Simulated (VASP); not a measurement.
Input of a VASP 6.6.1 run:

The input INCAR:

```
SYSTEM = BP
ALGO = Normal
EDIFF = 1E-6
ENCUT = 500
GGA = PS
GGA_COMPAT = .False.
ISIF = 2
ISMEAR = 1
LASPH = .True.
LCHARG = .False.
LREAL = .False.
LWAVE = .False.
NBANDS = 11
NELM = 120
PREC = Accurate
SIGMA = 0.05
```

Contents of KPOINTS:

```
k-points
0
Gamma
  14 14 14
  0 0 0
```

File POSCAR:

```
BP
1.0
    0.0000000000      2.2690000000      2.2690000000
    2.2690000000      0.0000000000      2.2690000000
    2.2690000000      2.2690000000      0.0000000000
P B
1 1
Direct
    0.7500000000      0.7500000000      0.7500000000
    0.0000000000      0.0000000000      0.0000000000
```

Potentials or basis: VASP PAW PBE potentials, release 64 (P, B).

Command:

```sh
$ cat potpaw_PBE.64/P/POTCAR potpaw_PBE.64/B/POTCAR > POTCAR
$ mpirun -np 1 vasp_std > vasp.out
```

Problem. Estimate the band gap on the k mesh.

Solution. 1.13 eV, indirect (least direct gap 3.36 eV).

Problem. What does it give for the pressure?

Solution. -1.9 GPa.

Caveat: the PAW data sets were made with another functional, which shifts forces and pressure a little. A k mesh can miss the band edges.
